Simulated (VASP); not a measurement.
# Pb (P6_3/mmc) in VASP: a series of runs, part 2 of 2

VASP 6.6.1. The steps go on from the part before.

### Step 3. Single point, LDA

This run uses another cell than the first one, of 32.77 Å³/atom.

File INCAR:

```
SYSTEM = Pb
PREC = Accurate
ENCUT = 520
EDIFF = 1E-6
ISMEAR = -1
SIGMA = 0.05
LREAL = .FALSE.
LASPH = .TRUE.
NELM = 60
ALGO = Fast
ISIF = 2
LWAVE = .FALSE.
LCHARG = .FALSE.
GGA = CA
NBANDS = 36
```

File KPOINTS:

```
Automatic mesh
0
G
  9 9 3
  0 0 0
```

File POSCAR:

```
Pb
1.0
    3.5934889096      0.0000000000      0.0000000000
   -1.7967444549      3.1120526840      0.0000000000
    0.0000000000      0.0000000000     11.7206959463
Pb
4
Direct
    0.6666666667      0.3333333333      0.7500000000
    0.0000000000      0.0000000000      0.5000000000
    0.3333333333      0.6666666667      0.2500000000
    0.0000000000      0.0000000000      0.0000000000
```

Potentials or basis: VASP PAW LDA potentials, release 64 (Pb_d).

Started as:

```bash
> cat potpaw_LDA.64/Pb_d/POTCAR > POTCAR
> mpirun -np 1 vasp_std > vasp.out
```

OUTCAR:

```text
SYSTEM = Pb
   PREC = Accurate
   ENCUT = 520
   EDIFF = 1E-6
   ISMEAR = -1
   LREAL = .FALSE.
   LASPH = .TRUE.
   NELM = 60
   ISIF = 2
   GGA = CA

 ion  position               nearest neighbor table
   1  0.667  0.333  0.750-   2 3.59   4 3.59   2 3.59   4 3.59   2 3.59   4 3.59
   2  0.000  0.000  0.500-   1 3.59   3 3.59   1 3.59   3 3.59   1 3.59   3 3.59
   3  0.333  0.667  0.250-   2 3.59   4 3.59   2 3.59   4 3.59   2 3.59   4 3.59
   4  0.000  0.000  0.000-   1 3.59   3 3.59   1 3.59   3 3.59   1 3.59   3 3.59

  LATTYP: Found a hexagonal cell.
 ALAT       =     3.5934889096
 C/A-ratio  =     3.2616480087

  Lattice vectors:

 A1 = (   3.5934889096,   0.0000000000,   0.0000000000)
 A2 = (  -1.7967444549,   3.1120526840,   0.0000000000)
 A3 = (   0.0000000000,   0.0000000000,  11.7206959463)

Analysis of symmetry for initial positions (statically):
=====================================================================
 Subroutine PRICEL returns:
 Original cell was already a primitive cell.

 Routine SETGRP: Setting up the symmetry group for a
 hexagonal supercell.

 Subroutine GETGRP returns: Found 24 space group operations
 (whereof 12 operations were pure point group operations)
 out of a pool of 24 trial point group operations.

The static configuration has the point symmetry D_3d.
 The point group associated with its full space group is D_6h.

Analysis of symmetry for dynamics (positions and initial velocities):
=====================================================================
 Subroutine PRICEL returns:
 Original cell was already a primitive cell.

 Routine SETGRP: Setting up the symmetry group for a
 hexagonal supercell.

 Subroutine GETGRP returns: Found 24 space group operations
 (whereof 12 operations were pure point group operations)
 out of a pool of 24 trial point group operations.

The dynamic configuration has the point symmetry D_3d.
 The point group associated with its full space group is D_6h.

 Subroutine INISYM returns: Found 24 space group operations
 (whereof 12 operations are pure point group operations),
 and found     1 'primitive' translations

----------------------------------------------------------------------------------------

                                     Primitive cell

  volume of cell :     131.0740

  direct lattice vectors                    reciprocal lattice vectors
     3.593488910  0.000000000  0.000000000     0.278281087  0.160665661  0.000000000
    -1.796744455  3.112052684  0.000000000     0.000000000  0.321331321  0.000000000
     0.000000000  0.000000000 11.720695946     0.000000000  0.000000000  0.085319166

  length of vectors
     3.593488910  3.593488910 11.720695946     0.321331321  0.321331321  0.085319166

  position of ions in fractional coordinates (direct lattice)
     0.666666667  0.333333333  0.750000000
     0.000000000  0.000000000  0.500000000
     0.333333333  0.666666667  0.250000000
     0.000000000  0.000000000  0.000000000

  ion indices of the primitive-cell ions
   primitive index   ion index
                 1           1
                 2           2
                 3           3
                 4           4

----------------------------------------------------------------------------------------

 KPOINTS: Automatic mesh

Automatic generation of k-mesh.
 Grid dimensions read from file:
 generate k-points for:    9    9    3

 Generating k-lattice:

  Cartesian coordinates                     Fractional coordinates (reciprocal lattice)
     0.030920121  0.017851740  0.000000000     0.111111111  0.000000000  0.000000000
     0.000000000  0.035703480  0.000000000     0.000000000  0.111111111  0.000000000
     0.000000000  0.000000000  0.028439722     0.000000000  0.000000000  0.333333333

  Length of vectors
     0.035703480  0.035703480  0.028439722

  Shift w.r.t. Gamma in fractional coordinates (k-lattice)
     0.000000000  0.000000000  0.000000000

 Subroutine IBZKPT returns following result:
 ===========================================

 Found     24 irreducible k-points:

 Following reciprocal coordinates:
            Coordinates               Weight
  0.000000  0.000000  0.000000      1.000000
  0.111111  0.000000  0.000000      6.000000
  0.222222  0.000000  0.000000      6.000000
  0.333333  0.000000  0.000000      6.000000
  0.444444  0.000000  0.000000      6.000000
  0.111111  0.111111  0.000000      6.000000
[... 16 lines left out ...]
  0.333333  0.222222  0.333333     24.000000
  0.333333  0.333333  0.333333      4.000000
   k-points           NKPTS =     24   k-points in BZ     NKDIM =     24   number of bands    NBANDS=     36
   number of dos      NEDOS =    301   number of ions     NIONS =      4
   total plane-waves  NPLWV =  70560
   dimension x,y,z NGX =    28 NGY =   28 NGZ =   90
   dimension x,y,z NGXF=    56 NGYF=   56 NGZF=  180
   ions per type =               4
   NGX,Y,Z   is equivalent  to a cutoff of  12.95, 12.95, 12.77 a.u.
   NGXF,Y,Z  is equivalent  to a cutoff of  25.91, 25.91, 25.53 a.u.
 SYSTEM =  Pb
   PREC   = accura    normal or accurate (medium, high low for compatibility)
   ISTART =      0    job   : 0-new  1-cont  2-samecut
   ICHARG =      2    charge: 1-file 2-atom 10-const
   ISPIN  =      1    spin polarized calculation?
   LNONCOLLINEAR =      F non collinear calculations
   LSORBIT =      F    spin-orbit coupling
   LASPH  =      T    aspherical Exc in radial PAW
   ENCUT  =  520.0 eV  38.22 Ry    6.18 a.u.   6.68  6.68 21.79*2*pi/ulx,y,z
   NELM   =     60;   NELMIN=  2; NELMDL= -5     # of ELM steps
   EDIFF  = 0.1E-05   stopping-criterion for ELM
   LREAL  =      F    real-space projection
   EDIFFG = 0.1E-04   stopping-criterion for IOM
   NSW    =      0    number of steps for IOM
   IBRION =     -1    ionic relax: 0-MD 1-quasi-New 2-CG
   NFREE  =      0    steps in history (QN), initial steepest desc. (CG)
   ISIF   =      2    stress and relaxation
   ISYM   =      2    0-nonsym 1-usesym 2-fastsym
   POTIM  = 0.5000    time-step for ionic-motion
   TEBEG  =    0.0;   TEEND  =   0.0 temperature during run
   PSTRESS=    0.0 pullay stress
   NELECT =      56.0000    total number of electrons
   NUPDOWN=      -1.0000    fix difference up-down
   EMIN   =  10.00;   EMAX   =-10.00  energy-range for DOS
   EFERMI =   0.00;   METHOD = LEGACY
   ISMEAR =    -1;   SIGMA  =   0.05  broadening in eV -4-tet -1-fermi 0-gaus
   EFERMI_NEDOS =   21; number of points for ismear=-14 and -15
   IALGO  =     68    algorithm
   IMIX   =      4    mixing-type and parameters
     AMIX     =   0.40;   BMIX     =  1.00
     AMIX_MAG =   1.60;   BMIX_MAG =  1.00
  volume/ion in A,a.u.               =      32.77       221.13
  Fermi-wavevector in a.u.,A,eV,Ry     =   1.233006  2.330044 20.684998  1.520304
  Thomas-Fermi vector in A             =   2.367754
   LORBIT       =      0    0 simple, 1 ext, 2 COOP (PROOUT), +10 PAW based schemes
   GGA     = CA    functional components
   LHFCALC =     F    Hartree Fock is set to
   AEXX    =    0.0000 exact exchange contribution
   IVDW    =     0    specifies the selected vdW correction
   LEPSILON=     F    determine dielectric tensor
   LRPA    =     F    only Hartree local field effects (RPA)
 non-spin polarized calculation
 RMM-DIIS sequential band-by-band and
  energy-cutoff  :      520.00
  volume of cell :      131.07
 maximum number of plane-waves:      3556
 NGX is ok and might be reduce to    28
   NGX = 13   NGY = 13   NGZ = 43

 number of electron      55.9999990 magnetization

 Free energy of the ion-electron system (eV)
  ---------------------------------------------------
  ext. energy  EPLUGINS =         0.00000000
  ---------------------------------------------------
  free energy    TOTEN  =       -16.79252945 eV

  energy without entropy =      -16.78283698  energy(sigma->0) =      -16.78768321

 E-fermi :   6.1447     XC(G=0): -10.0912

 val. band max:        6.0874768459   @ k =   0.3333   0.1111   0.3333
 cond. band min:       6.2921545881   @ k =   0.2222   0.0000   0.0000
 fundamental gap:      0.2046777422
 Fermi energy:         6.1446700247

 k-point     1 :       0.0000    0.0000    0.0000
  band No.  band energies     occupation
      1     -10.8356      2.00000
      2     -10.8302      2.00000
      3     -10.8162      2.00000
      4     -10.8162      2.00000
      5     -10.8014      2.00000
      6     -10.8014      2.00000
[... 925 lines left out ...]
     35       8.9814      0.00000
     36       9.7294      0.00000

------------------------ aborting loop because EDIFF is reached ----------------------------------------

  FORCE on cell =-STRESS in cart. coord.  units (eV):
  Direction    XX          YY          ZZ          XY          YZ          ZX
  --------------------------------------------------------------------------------------
  -------------------------------------------------------------------------------------
  Total       -4.1053402     -4.1053402     -3.8631273      0.0000000     -0.0000000      0.0000000
  in kB      -50.1814361    -50.1814361    -47.2207581      0.0000000     -0.0000000      0.0000000
  external PRESSURE =     -49.1945434 kB  Pullay stress =       0.0000000 kB

 VOLUME and BASIS-vectors are now :
 -----------------------------------------------------------------------------
  energy-cutoff  :      520.00
  volume of cell :      131.07
      direct lattice vectors                 reciprocal lattice vectors
     3.593488910  0.000000000  0.000000000     0.278281087  0.160665661  0.000000000
    -1.796744455  3.112052684  0.000000000     0.000000000  0.321331321  0.000000000
     0.000000000  0.000000000 11.720695946     0.000000000  0.000000000  0.085319166

 POSITION                                       TOTAL-FORCE (eV/Angst)
 -----------------------------------------------------------------------------------
      1.79674      1.03735      8.79052         0.000000      0.000000      0.000000
      0.00000      0.00000      5.86035        -0.000000      0.000000     -0.000000
     -0.00000      2.07470      2.93017        -0.000000      0.000000     -0.000000
      0.00000      0.00000      0.00000        -0.000000      0.000000     -0.000000
 -----------------------------------------------------------------------------------
    total drift:                                0.000000     -0.000000      0.000000

  FREE ENERGIE OF THE ION-ELECTRON SYSTEM (eV)
  ---------------------------------------------------
  free  energy   TOTEN  =       -16.7925294482 eV

  energy  without entropy=      -16.7828369757  energy(sigma->0) =      -16.78768321
```

OSZICAR:

```text
N       E                     dE             d eps       ncg     rms          rms(c)
DAV:   1     0.678523387589E+03    0.67852E+03   -0.27101E+04  1728   0.183E+03
DAV:   2     0.480698406089E+02   -0.63045E+03   -0.62034E+03  1728   0.494E+02
DAV:   3    -0.139669959623E+02   -0.62037E+02   -0.60868E+02  2072   0.197E+02
DAV:   4    -0.167279892295E+02   -0.27610E+01   -0.27551E+01  2028   0.467E+01
[... 17 lines left out ...]
RMM:  22    -0.167925625372E+02    0.32155E-04   -0.16086E-05  2121   0.208E-02    0.326E-02
RMM:  23    -0.167925429931E+02    0.19544E-04   -0.20362E-05  2057   0.415E-02    0.224E-02
RMM:  24    -0.167925322281E+02    0.10765E-04   -0.14712E-05  2059   0.271E-02    0.987E-03
RMM:  25    -0.167925294509E+02    0.27772E-05   -0.10814E-05  2025   0.240E-02    0.217E-03
RMM:  26    -0.167925294482E+02    0.26621E-08   -0.66661E-07   922   0.761E-03
   1 F= -.16792529E+02 E0= -.16787683E+02  d E =-.969247E-02
```

stdout:

```text
POSCAR found type information on POSCAR Pb
 POSCAR found :  1 types and       4 ions
 scaLAPACK will be used
 LDA part: xc-table for (Slater(with rela. corr.)+CA(PZ))
 , standard interpolation
 POSCAR, INCAR and KPOINTS ok, starting setup
 FFT: planning ... GRIDC
 FFT: planning ... GRID_SOFT
 FFT: planning ... GRID
 WAVECAR not read
 entering main loop
```

It took 3.2 min on 1 thread of AMD EPYC 7R43 (Zen 3), shared host; peak memory 0.2 GiB.

What came out:

* Free energy: -16.7925 eV
* Pressure: -4.9 GPa
* Band gap on the k mesh: zero (bands 28 and 29 overlap by 7.04 eV)

Stress tensor (GPa, compression positive):
```
-5.02  0.00  0.00
 0.00 -5.02  0.00
 0.00  0.00 -4.72
```

Caveat: the cell stands under tension; spin-orbit coupling is left out, which moves the levels of the heavy elements.
